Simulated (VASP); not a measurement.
Here is a VASP 6.6.1 calculation.

File INCAR:

```
PREC = Accurate ; ENCUT = 520
EDIFF = 1E-6 ; ISMEAR = 0
SIGMA = 0.01 ; LREAL = F
LASPH = T ; NELM = 60
ALGO = Normal ; ISIF = 2
LWAVE = F ; LCHARG = T
LELF = T ; LVHAR = T
NBANDS = 16
```

The input KPOINTS:

```
regular mesh
0
Gamma
  8 8 8
```

The input POSCAR:

```
ZnSe
1.0
    0.0000000000      2.5916898712      2.5916898712
    2.5916898712      0.0000000000      2.5916898712
    2.5916898712      2.5916898712      0.0000000000
Zn Se
1 1
Direct
    0.0000000000      0.0000000000      0.0000000000
    0.7500000000      0.7500000000      0.7500000000
```

Potentials or basis: VASP PAW LDA potentials, release 64 (Zn, Se).

Launch:

```console
$ cat potpaw_LDA.64/Zn/POTCAR potpaw_LDA.64/Se/POTCAR > POTCAR
$ mpirun -np 1 vasp_std > vasp.out
```

(1) Predict the pressure.

(2) What does it give for the band gap on the k mesh?

Results:

(1) 25.8 GPa.

(2) 2.09 eV, indirect (least direct gap 2.27 eV).
